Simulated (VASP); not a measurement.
Set up this calculation in VASP 6.6.1, as the native input.

- Task: single point
- Functional: LDA
- Potentials or basis: VASP PAW LDA potentials, release 64 (Mo_sv, Pd)
- Cutoff: 520 eV
- k mesh: 9 × 9 × 5
- Occupations: methfessel-paxton, width 0.05 eV
- Spin: no spin polarisation
- Dipole correction: no
- Further INCAR settings: ALGO = Normal; EDIFF = 1e-06; NBANDS = 19

The structure of MoPd lies in POSCAR:

```
MoPd
1.0
    2.8306620057      0.0000000000      0.0000000000
   -1.4153310028      2.4514252961      0.0000000000
    0.0000000000      0.0000000000      4.6264617200
Mo Pd
1 1
Direct
    0.6666666667      0.3333333333      0.5000000000
    0.3333333333      0.6666666667      0.0000000000
```

These files were run (other wordings do the same):

INCAR

```
SYSTEM = MoPd
PREC = Accurate
ENCUT = 520
EDIFF = 1E-6
ISMEAR = 1
SIGMA = 0.05
LREAL = .False.
LASPH = .True.
NELM = 100
ALGO = Normal
ISIF = 2
LWAVE = .False.
LCHARG = .True.
LELF = .True.
LVHAR = .True.
NBANDS = 19
```

KPOINTS

```
regular mesh
0
Gamma
  9 9 5
  0 0 0
```

Potentials or basis: VASP PAW LDA potentials, release 64 (Mo_sv, Pd).

Command:

```bash
$ cat potpaw_LDA.64/Mo_sv/POTCAR potpaw_LDA.64/Pd/POTCAR > POTCAR
$ mpirun -np 1 vasp_std > vasp.out
```

Results of the run:

```
Pressure               : -21.7 GPa
Band gap on the k mesh : zero (band 12 reaches 11.41 eV, above the bottom of band 13 at 9.65 eV)
```

Wall time 12 s on 1 thread of AMD EPYC 9R45 96-Core Processor (Zen 5), on a shared host, peak memory 0.12 GiB.
